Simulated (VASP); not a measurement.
Write the native input for VASP 6.6.1 that does the following.

```yaml
Task: single point
Functional: PBE
Potentials_or_basis: VASP PAW PBE potentials, release 64 (Al, H)
Cutoff: 520 eV
k_mesh: 10 × 10 × 6
Occupations: gaussian, width 0.1 eV
Spin: no spin polarisation
Dipole_correction: no
Further_INCAR_settings: ALGO = Normal; EDIFF = 1e-06; NBANDS = 17
```

The structure of Al5H lies in POSCAR:

```
Al5H
1.0
    4.1007860286      0.0000000000      0.0000000000
    0.0000000000      4.1007860286      0.0000000000
    0.0000000000      0.0000000000      6.1051844916
Al H
5 1
Direct
    0.5000000000      0.0000000000      0.7083963746
    0.0000000000      0.5000000000      0.7083963746
    0.0000000000      0.0000000000      0.4283448263
    0.5000000000      0.0000000000      0.1439398016
    0.0000000000      0.5000000000      0.1439398016
    0.5000000000      0.5000000000      0.1499645311
```

One way to write it, as run:

INCAR

```
  ALGO = Normal
  EDIFF = 1E-6
  ENCUT = 520
  GGA = PE
  ISIF = 2
  ISMEAR = 0
  LASPH = T
  LCHARG = F
  LREAL = F
  LWAVE = F
  NBANDS = 17
  NELM = 80
  PREC = Accurate
  SIGMA = 0.1
```

KPOINTS

```
k-points
0
Gamma
  10 10 6
```

Potentials or basis: VASP PAW PBE potentials, release 64 (Al, H).

Run with:

```bash
$ cat potpaw_PBE.64/Al/POTCAR potpaw_PBE.64/H/POTCAR > POTCAR
$ mpirun -np 1 vasp_std > vasp.out
```

Results of the run:

```
Pressure               : 0.0 GPa
Band gap on the k mesh : zero (band 8 reaches 6.70 eV, above the bottom of band 9 at 3.90 eV)
```

Run time: 2 min on 1 thread of Oxide Virtual Turin-like Processor (shared host), peak memory 0.23 GiB.
